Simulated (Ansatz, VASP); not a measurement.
**Zn3S5 in VASP and in Ansatz**

```xyz
8
Lattice="3.9310 0.0000 0.0000 -1.9655 3.4043 0.0000 0.0000 0.0000 13.3500" Properties=species:S:1:pos:R:3 pbc="T T T"
Zn    0.0000    0.0000   -0.0140
Zn    0.0000    2.2695    3.0571
Zn    1.9655    1.1348    8.1681
S     0.0000    0.0000    2.3538
S     1.9655    1.1348   10.4873
S     1.9655    1.1348   12.5688
S     0.0000    2.2695    5.4045
S     0.0000    2.2695    7.4627
```

Alike in both runs: functional PBE; k mesh 5 × 5 × 2; occupations gaussian, width 0.2 eV; no spin polarisation.

Ansatz relaxed the structure, and its values are those at the end. VASP's run is a single point on that final structure, the one shown.

|  | VASP | Ansatz |
| --- | --- | --- |
| version | VASP 6.6.1 | Ansatz 0.2.0 |
| potentials or method | VASP PAW PBE potentials, release 64 (Zn, S), cutoff 520 eV | scalar-relativistic, plane waves, PAW |
| valence electrons in the cell | 66 | 66 |

```csv
,VASP,Ansatz,Ansatz less VASP
gap on the k mesh at the Fermi level (eV),none,none,-
pressure (GPa),-0.1,0.0,+0.04
rms of the force components (eV/Å),0.060,0.013,-0.0472
```

A gap of «none» marks a metal or a gap that the smearing closes.

The k mesh is coarse, so the values compare programs but aren't converged.
